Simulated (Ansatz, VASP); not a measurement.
**Zn2CdSe3 in VASP and in Ansatz**

```
Zn Cd Se
1.0
     4.02266    0.00000    0.00000
    -2.01133    3.48373    0.00000
     0.00000    0.00000    9.85347
Zn Cd Se
2 1 3
Direct
  0.00000 0.00000 0.00000
  0.66667 0.33333 0.33333
  0.33333 0.66667 0.66667
  0.00000 0.00000 0.25000
  0.66667 0.33333 0.58333
  0.33333 0.66667 0.91667
```

Alike in both runs: task relaxation of cell and atoms; functional PBE; k mesh 6 × 6 × 2; occupations gaussian, width 0.1 eV; no spin polarisation.

|  | VASP | Ansatz |
| --- | --- | --- |
| version | VASP 6.6.1 | Ansatz 0.2.0 |
| potentials or method | VASP PAW PBE potentials, release 64 (Zn, Cd, Se), cutoff 600 eV | scalar-relativistic, plane waves, PAW |
| valence electrons in the cell | 54 | 92 |

Ansatz gave:

- gap on the k mesh at the Fermi level, each at its own relaxed structure (eV): 0.70
- relaxed volume (Å³/atom): 25.55
- relaxed length of the cell vector where the two differ most in proportion (Å): 4.155

**Question.** Which values does VASP return?

**Answer.** gap on the k mesh at the Fermi level, each at its own relaxed structure (eV): 0.69; relaxed volume (Å³/atom): 25.59; relaxed length of the cell vector where the two differ most in proportion (Å): 4.159.

VASP's potentials hold 54 valence electrons a cell and Ansatz's 92, so a difference there can come from the potentials and not from the codes.
